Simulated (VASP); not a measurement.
# Sc3TeBr (Pm-3m) in VASP: single point with PBE

Aim: the single point of Sc3TeBr with PBE.

Everything below comes from runs of VASP 6.6.1. Logs are shortened: lines on timing, memory, paths and dates and some standing lists are left out, and cuts for length are marked.

## Step 1: The cell of the first run

It takes space group Pm-3m (No. 221, cubic). The conventional cell has a = 4.967 Å, b = 4.967 Å, c = 4.967 Å, α = 90.00°, β = 90.00°, γ = 90.00°. Within 3.3 Å of Sc (site symmetry 4/mmm) lie 2 Br at 2.48 Å. Within 4.6 Å of Te (site symmetry m-3m) lie 12 Sc at 3.51 Å and 8 Br at 4.30 Å. Within 3.3 Å of Br (site symmetry m-3m) lie 6 Sc at 2.48 Å.

The cell was built from a structure type or drawn by symmetry, and may not be a known phase.

## Step 2: Single point, PBE

INCAR

```
SYSTEM = Sc3TeBr
PREC     = Accurate       ! precision mode
ENCUT    = 520            ! plane-wave cutoff, eV
EDIFF    = 1E-7           ! SCF threshold, eV
ISMEAR   = 0              ! smearing method
SIGMA    = 0.1            ! smearing width, eV
LREAL    = .FALSE.        ! projectors in reciprocal space
LASPH    = .TRUE.         ! aspherical terms in the spheres
NELM     = 60             ! most SCF steps
ALGO     = Normal         ! electronic algorithm
ISIF     = 2              ! what is computed and relaxed
LWAVE    = .FALSE.        ! write WAVECAR
LCHARG   = .FALSE.        ! write CHGCAR
GGA      = PE             ! functional
NBANDS   = 31             ! bands
```

KPOINTS

```
Automatic mesh
0
G
  4 4 4
  0 0 0
```

POSCAR

```
Sc3TeBr
1.0
    4.9668395100      0.0000000000      0.0000000000
    0.0000000000      4.9668395100      0.0000000000
    0.0000000000      0.0000000000      4.9668395100
Sc Te Br
3 1 1
Direct
    0.0000000000      0.5000000000      0.5000000000
    0.5000000000      0.0000000000      0.5000000000
    0.5000000000      0.5000000000      0.0000000000
    0.0000000000      0.0000000000      0.0000000000
    0.5000000000      0.5000000000      0.5000000000
```

Potentials or basis: VASP PAW PBE potentials, release 64 (Sc_sv, Te, Br).

The run is started by

```console
cat potpaw_PBE.64/Sc_sv/POTCAR potpaw_PBE.64/Te/POTCAR potpaw_PBE.64/Br/POTCAR > POTCAR
mpirun -np 1 vasp_std > vasp.out
```

OUTCAR:

```text
SYSTEM = Sc3TeBr
   PREC = Accurate
   ENCUT = 520
   EDIFF = 1E-7
   ISMEAR = 0
   LREAL = .FALSE.
   LASPH = .TRUE.
   NELM = 60
   ISIF = 2
   GGA = PE

 ion  position               nearest neighbor table
   1  0.000  0.500  0.500-   5 2.48   5 2.48   4 3.51   4 3.51   4 3.51   4 3.51
   2  0.500  0.000  0.500-   5 2.48   5 2.48   4 3.51   4 3.51   4 3.51   4 3.51
   3  0.500  0.500  0.000-   5 2.48   5 2.48   4 3.51   4 3.51   4 3.51   4 3.51
   4  0.000  0.000  0.000-   1 3.51   2 3.51   3 3.51   1 3.51   2 3.51   1 3.51   3 3.51   1 3.51
                             2 3.51   3 3.51   2 3.51   3 3.51
   5  0.500  0.500  0.500-   1 2.48   2 2.48   3 2.48   3 2.48   2 2.48   1 2.48

  LATTYP: Found a simple cubic cell.
 ALAT       =     4.9668395100

  Lattice vectors:

 A1 = (   4.9668395100,   0.0000000000,   0.0000000000)
 A2 = (   0.0000000000,   4.9668395100,   0.0000000000)
 A3 = (   0.0000000000,   0.0000000000,   4.9668395100)

Analysis of symmetry for initial positions (statically):
=====================================================================
 Subroutine PRICEL returns:
 Original cell was already a primitive cell.

 Routine SETGRP: Setting up the symmetry group for a
 simple cubic supercell.

 Subroutine GETGRP returns: Found 48 space group operations
 (whereof 48 operations were pure point group operations)
 out of a pool of 48 trial point group operations.

The static configuration has the point symmetry O_h .

Analysis of symmetry for dynamics (positions and initial velocities):
=====================================================================
 Subroutine PRICEL returns:
 Original cell was already a primitive cell.

 Routine SETGRP: Setting up the symmetry group for a
 simple cubic supercell.

 Subroutine GETGRP returns: Found 48 space group operations
 (whereof 48 operations were pure point group operations)
 out of a pool of 48 trial point group operations.

The dynamic configuration has the point symmetry O_h .

 Subroutine INISYM returns: Found 48 space group operations
 (whereof 48 operations are pure point group operations),
 and found     1 'primitive' translations

----------------------------------------------------------------------------------------

                                     Primitive cell

  volume of cell :     122.5294

  direct lattice vectors                    reciprocal lattice vectors
     4.966839510  0.000000000  0.000000000     0.201335275  0.000000000  0.000000000
     0.000000000  4.966839510  0.000000000     0.000000000  0.201335275  0.000000000
     0.000000000  0.000000000  4.966839510     0.000000000  0.000000000  0.201335275

  length of vectors
     4.966839510  4.966839510  4.966839510     0.201335275  0.201335275  0.201335275

  position of ions in fractional coordinates (direct lattice)
     0.000000000  0.500000000  0.500000000
     0.500000000  0.000000000  0.500000000
     0.500000000  0.500000000  0.000000000
     0.000000000  0.000000000  0.000000000
     0.500000000  0.500000000  0.500000000

  ion indices of the primitive-cell ions
   primitive index   ion index
                 1           1
                 2           2
                 3           3
                 4           4
                 5           5

----------------------------------------------------------------------------------------

 KPOINTS: Automatic mesh

Automatic generation of k-mesh.
 Grid dimensions read from file:
 generate k-points for:    4    4    4

 Generating k-lattice:

  Cartesian coordinates                     Fractional coordinates (reciprocal lattice)
     0.050333819  0.000000000  0.000000000     0.250000000  0.000000000  0.000000000
     0.000000000  0.050333819  0.000000000     0.000000000  0.250000000  0.000000000
     0.000000000  0.000000000  0.050333819     0.000000000  0.000000000  0.250000000

  Length of vectors
     0.050333819  0.050333819  0.050333819

  Shift w.r.t. Gamma in fractional coordinates (k-lattice)
     0.000000000  0.000000000  0.000000000

 Subroutine IBZKPT returns following result:
 ===========================================

 Found     10 irreducible k-points:

 Following reciprocal coordinates:
            Coordinates               Weight
  0.000000  0.000000  0.000000      1.000000
  0.250000  0.000000  0.000000      6.000000
  0.500000  0.000000  0.000000      3.000000
  0.250000  0.250000  0.000000     12.000000
  0.500000  0.250000  0.000000     12.000000
  0.500000  0.500000  0.000000      3.000000
  0.250000  0.250000  0.250000      8.000000
  0.500000  0.250000  0.250000     12.000000
  0.500000  0.500000  0.250000      6.000000
  0.500000  0.500000  0.500000      1.000000
   k-points           NKPTS =     10   k-points in BZ     NKDIM =     10   number of bands    NBANDS=     31
   number of dos      NEDOS =    301   number of ions     NIONS =      5
   total plane-waves  NPLWV =  64000
   dimension x,y,z NGX =    40 NGY =   40 NGZ =   40
   dimension x,y,z NGXF=    80 NGYF=   80 NGZF=   80
   ions per type =               3   1   1
   NGX,Y,Z   is equivalent  to a cutoff of  13.39, 13.39, 13.39 a.u.
   NGXF,Y,Z  is equivalent  to a cutoff of  26.78, 26.78, 26.78 a.u.
 SYSTEM =  Sc3TeBr
   PREC   = accura    normal or accurate (medium, high low for compatibility)
   ISTART =      0    job   : 0-new  1-cont  2-samecut
   ICHARG =      2    charge: 1-file 2-atom 10-const
   ISPIN  =      1    spin polarized calculation?
   LNONCOLLINEAR =      F non collinear calculations
   LSORBIT =      F    spin-orbit coupling
   LASPH  =      T    aspherical Exc in radial PAW
   ENCUT  =  520.0 eV  38.22 Ry    6.18 a.u.   9.24  9.24  9.24*2*pi/ulx,y,z
   NELM   =     60;   NELMIN=  2; NELMDL= -5     # of ELM steps
   EDIFF  = 0.1E-06   stopping-criterion for ELM
   LREAL  =      F    real-space projection
   EDIFFG = 0.1E-05   stopping-criterion for IOM
   NSW    =      0    number of steps for IOM
   IBRION =     -1    ionic relax: 0-MD 1-quasi-New 2-CG
   NFREE  =      0    steps in history (QN), initial steepest desc. (CG)
   ISIF   =      2    stress and relaxation
   ISYM   =      2    0-nonsym 1-usesym 2-fastsym
   POTIM  = 0.5000    time-step for ionic-motion
   TEBEG  =    0.0;   TEEND  =   0.0 temperature during run
   PSTRESS=    0.0 pullay stress
   NELECT =      46.0000    total number of electrons
   NUPDOWN=      -1.0000    fix difference up-down
   EMIN   =  10.00;   EMAX   =-10.00  energy-range for DOS
   EFERMI =   0.00;   METHOD = LEGACY
   ISMEAR =     0;   SIGMA  =   0.10  broadening in eV -4-tet -1-fermi 0-gaus
   EFERMI_NEDOS =   21; number of points for ismear=-14 and -15
   IALGO  =     38    algorithm
   IMIX   =      4    mixing-type and parameters
     AMIX     =   0.40;   BMIX     =  1.00
     AMIX_MAG =   1.60;   BMIX_MAG =  1.00
  volume/ion in A,a.u.               =      24.51       165.37
  Fermi-wavevector in a.u.,A,eV,Ry     =   1.180993  2.231753 18.976650  1.394744
  Thomas-Fermi vector in A             =   2.317275
   LORBIT       =      0    0 simple, 1 ext, 2 COOP (PROOUT), +10 PAW based schemes
   GGA     = PE    functional components
   LHFCALC =     F    Hartree Fock is set to
   AEXX    =    0.0000 exact exchange contribution
   IVDW    =     0    specifies the selected vdW correction
   LEPSILON=     F    determine dielectric tensor
   LRPA    =     F    only Hartree local field effects (RPA)
 non-spin polarized calculation
 Gauss-broadening in eV      SIGMA  =   0.10
  energy-cutoff  :      520.00
  volume of cell :      122.53
 maximum number of plane-waves:      3362
 NGX is ok and might be reduce to    40
   NGX = 19   NGY = 19   NGZ = 19

 number of electron      45.9999995 magnetization

 Free energy of the ion-electron system (eV)
  ---------------------------------------------------
  ext. energy  EPLUGINS =         0.00000000
  ---------------------------------------------------
  free energy    TOTEN  =       -24.35223348 eV

  energy without entropy =      -24.33206851  energy(sigma->0) =      -24.34215099

 E-fermi :   5.9876     XC(G=0):  -9.8726

 val. band max:        5.9201269820   @ k =   0.5000   0.5000   0.2500
 cond. band min:       6.0590934279   @ k =   0.5000   0.5000   0.0000
 fundamental gap:      0.1389664459
 Fermi energy:         5.9875859377

 k-point     1 :       0.0000    0.0000    0.0000
  band No.  band energies     occupation
      1     -43.9445      2.00000
      2     -43.9143      2.00000
      3     -43.9143      2.00000
      4     -22.7328      2.00000
      5     -22.7328      2.00000
      6     -22.7328      2.00000
[... 23 lines left out ...]
     30       7.3899      0.00000
     31       7.3899      0.00000

 k-point     2 :       0.2500    0.0000    0.0000
  band No.  band energies     occupation
      1     -43.9406      2.00000
      2     -43.9181      2.00000
      3     -43.9143      2.00000
      4     -22.7205      2.00000
      5     -22.7197      2.00000
      6     -22.7197      2.00000
[... 23 lines left out ...]
     30       7.6814      0.00000
     31       7.8069      0.00000

 k-point     3 :       0.5000    0.0000    0.0000
  band No.  band energies     occupation
      1     -43.9344      2.00000
      2     -43.9243      2.00000
      3     -43.9143      2.00000
      4     -22.7029      2.00000
      5     -22.7029      2.00000
      6     -22.6934      2.00000
[... 23 lines left out ...]
     30       7.7322      0.00000
     31       7.7322      0.00000

 k-point     4 :       0.2500    0.2500    0.0000
  band No.  band energies     occupation
      1     -43.9372      2.00000
      2     -43.9193      2.00000
      3     -43.9165      2.00000
      4     -22.7670      2.00000
      5     -22.7056      2.00000
      6     -22.6722      2.00000
[... 23 lines left out ...]
     30       7.6414      0.00000
     31       8.0770      0.00000

 k-point     5 :       0.5000    0.2500    0.0000
  band No.  band energies     occupation
      1     -43.9314      2.00000
      2     -43.9243      2.00000
      3     -43.9172      2.00000
      4     -22.7887      2.00000
      5     -22.6859      2.00000
      6     -22.6789      2.00000
[... 23 lines left out ...]
     30       7.7717      0.00000
     31       7.8151      0.00000

 k-point     6 :       0.5000    0.5000    0.0000
  band No.  band energies     occupation
      1     -43.9243      2.00000
      2     -43.9242      2.00000
      3     -43.9242      2.00000
      4     -22.8331      2.00000
      5     -22.6955      2.00000
      6     -22.6528      2.00000
[... 23 lines left out ...]
     30       7.7636      0.00000
     31       7.9160      0.00000

 k-point     7 :       0.2500    0.2500    0.2500
  band No.  band energies     occupation
      1     -43.9344      2.00000
      2     -43.9193      2.00000
      3     -43.9193      2.00000
      4     -22.8248      2.00000
      5     -22.6731      2.00000
      6     -22.6731      2.00000
[... 23 lines left out ...]
     30       8.0380      0.00000
     31       8.0382      0.00000

 k-point     8 :       0.5000    0.2500    0.2500
  band No.  band energies     occupation
      1     -43.9293      2.00000
      2     -43.9242      2.00000
      3     -43.9193      2.00000
      4     -22.8625      2.00000
      5     -22.6812      2.00000
      6     -22.6743      2.00000
[... 23 lines left out ...]
     30       7.8179      0.00000
     31       8.0751      0.00000

 k-point     9 :       0.5000    0.5000    0.2500
  band No.  band energies     occupation
      1     -43.9243      2.00000
      2     -43.9242      2.00000
      3     -43.9242      2.00000
      4     -22.9119      2.00000
      5     -22.6952      2.00000
      6     -22.6774      2.00000
[... 23 lines left out ...]
     30       8.1969      0.00000
     31       8.2671      0.00000

 k-point    10 :       0.5000    0.5000    0.5000
  band No.  band energies     occupation
      1     -43.9242      2.00000
      2     -43.9242      2.00000
      3     -43.9242      2.00000
      4     -22.9673      2.00000
      5     -22.6950      2.00000
      6     -22.6950      2.00000
[... 23 lines left out ...]
     30       8.6413      0.00000
     31       8.6414      0.00000

------------------------ aborting loop because EDIFF is reached ----------------------------------------

  FORCE on cell =-STRESS in cart. coord.  units (eV):
  Direction    XX          YY          ZZ          XY          YZ          ZX
  --------------------------------------------------------------------------------------
  -------------------------------------------------------------------------------------
  Total        0.9467219      0.9467219      0.9467219      0.0000000     -0.0000000      0.0000000
  in kB       12.3792013     12.3792013     12.3792013      0.0000000     -0.0000000      0.0000000
  external PRESSURE =      12.3792013 kB  Pullay stress =       0.0000000 kB

 VOLUME and BASIS-vectors are now :
 -----------------------------------------------------------------------------
  energy-cutoff  :      520.00
  volume of cell :      122.53
      direct lattice vectors                 reciprocal lattice vectors
     4.966839510  0.000000000  0.000000000     0.201335275  0.000000000  0.000000000
     0.000000000  4.966839510  0.000000000     0.000000000  0.201335275  0.000000000
     0.000000000  0.000000000  4.966839510     0.000000000  0.000000000  0.201335275

 POSITION                                       TOTAL-FORCE (eV/Angst)
 -----------------------------------------------------------------------------------
      0.00000      2.48342      2.48342         0.000000      0.000000      0.000000
      2.48342      0.00000      2.48342         0.000000      0.000000      0.000000
      2.48342      2.48342      0.00000         0.000000      0.000000      0.000000
      0.00000      0.00000      0.00000         0.000000      0.000000      0.000000
      2.48342      2.48342      2.48342         0.000000      0.000000      0.000000
 -----------------------------------------------------------------------------------
    total drift:                               -0.000000     -0.000000     -0.000000

  FREE ENERGIE OF THE ION-ELECTRON SYSTEM (eV)
  ---------------------------------------------------
  free  energy   TOTEN  =       -24.3522334782 eV

  energy  without entropy=      -24.3320685114  energy(sigma->0) =      -24.34215099
```

Run time: 73 s. Hardware: 1 thread of Intel Xeon 8259CL, shared host; peak memory 0.26 GiB.

What came out:

```
Free energy            : -24.3522 eV
Pressure               : 1.2 GPa
Band gap on the k mesh : zero (bands 23 and 24 overlap by 1.45 eV)
```

Levels at points of the mesh, in eV from the Fermi level:
| k point | band 20 | band 21 | band 22 | band 23 | band 24 | band 25 | band 26 | band 27 |
| --- | --- | --- | --- | --- | --- | --- | --- | --- |
| (0.00, 0.00, 0.00) | -2.80 | -1.36 | -1.36 | -1.36 | -1.21 | -1.19 | -1.19 | 0.99 |
| (0.50, 0.00, 0.00) | -3.40 | -1.09 | -0.26 | -0.10 | 0.42 | 0.42 | 0.59 | 0.90 |
| (0.50, 0.50, 0.00) | -3.35 | -0.41 | -0.41 | 0.07 | 0.54 | 0.54 | 0.58 | 1.40 |
| (0.50, 0.50, 0.50) | -4.05 | -0.26 | -0.26 | -0.26 | 0.68 | 0.68 | 0.68 | 0.72 |

Caveat: spin-orbit coupling is left out, which moves the levels of the heavy elements.
